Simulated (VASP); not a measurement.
Set up this calculation in VASP 6.6.1, as the native input.

```
Task                   : single point
Functional             : r2SCAN
Potentials or basis    : VASP PAW PBE potentials, release 64 (Sn_d)
Cutoff                 : 520 eV
k mesh                 : 7 × 7 × 7
Occupations            : fermi-dirac, width 0.0116 eV
Spin                   : no spin polarisation
Dipole correction      : no
Further INCAR settings : ALGO = Normal; EDIFF = 1e-07; NBANDS = 13
```

The system is Sn.

```
CELL_PARAMETERS angstrom
0.00000 3.22425 0.00000
3.22425 0.00000 0.00000
1.61212 1.61212 -2.47309
ATOMIC_POSITIONS crystal
Sn 0.00000 0.00000 0.00000
```

These files were run (other wordings do the same):

POSCAR

```
Sn
1.0
    0.0000000000      3.2242470000      0.0000000000
    3.2242470000      0.0000000000      0.0000000000
    1.6121230000      1.6121230000     -2.4730930000
Sn
1
Direct
    0.0000000000      0.0000000000      0.0000000000
```

INCAR.step1

```
SYSTEM = Sn
ALGO = Normal ; EDIFF = 1E-4
ENCUT = 520 ; GGA = PE
ISMEAR = -1 ; LASPH = .True.
LCHARG = .False. ; LREAL = .False.
LWAVE = .True. ; NBANDS = 13
NELM = 100 ; PREC = Accurate
SIGMA = 0.0116
```

INCAR.step2

```
SYSTEM = Sn
ALGO = Normal ; EDIFF = 1E-7
ENCUT = 520 ; ISIF = 2
ISMEAR = -1 ; ISTART = 1
LASPH = .True. ; LCHARG = .False.
LMIXTAU = .True. ; LREAL = .False.
LWAVE = .False. ; METAGGA = R2SCAN
NBANDS = 13 ; NELM = 100
PREC = Accurate ; SIGMA = 0.0116
```

KPOINTS

```
k-points
0
Gamma
  7 7 7
  0 0 0
```

Potentials or basis: VASP PAW PBE potentials, release 64 (Sn_d).

Launch:

```bash
$ cat potpaw_PBE.64/Sn_d/POTCAR > POTCAR
$ cp INCAR.step1 INCAR
$ mpirun -np 1 vasp_std > vasp.out
$ cp INCAR.step2 INCAR
$ mpirun -np 1 vasp_std > vasp.out
```

It gave:

```
Pressure               : 3.5 GPa
Band gap on the k mesh : zero (bands 7 and 8 overlap by 10.82 eV)
```

Caveat: the cell stands under pressure; the PAW data sets were made with another functional, which shifts forces and pressure a little; spin-orbit coupling is left out, which moves the levels of the heavy elements.

It took 38 s on 1 thread of Intel(R) Xeon(R) Platinum 8488C (Sapphire Rapids), on a shared host, peak memory 0.15 GiB.
